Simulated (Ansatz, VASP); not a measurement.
# KBr: VASP beside Ansatz

```
Br K
1.0
     0.00000    3.30000    3.30000
     3.30000    0.00000    3.30000
     3.30000    3.30000    0.00000
Br K
1 1
Cartesian
  3.3000 3.3000 3.3000
  0.0000 0.0000 0.0000
```

Alike in both runs: functional LDA; k mesh 5 × 5 × 5; occupations fermi-dirac, width 0.05 eV; non-collinear spin, spin-orbit coupling.

|  | VASP | Ansatz |
| --- | --- | --- |
| version | VASP 6.6.1 | Ansatz 0.2.0 |
| potentials or method | VASP PAW LDA potentials, release 64 (Br, K_sv), cutoff 520 eV | all-electron LAPW, relativistic spinors |
| task | single point | band structure |

```csv
,VASP,Ansatz,Ansatz less VASP
pressure (GPa),-1.6,-1.6,-0.05
```

LDA's correlation is that of Perdew and Zunger in VASP and of Perdew and Wang (1992) in Ansatz. Ansatz ran all-electron here, and VASP with PAW potentials.
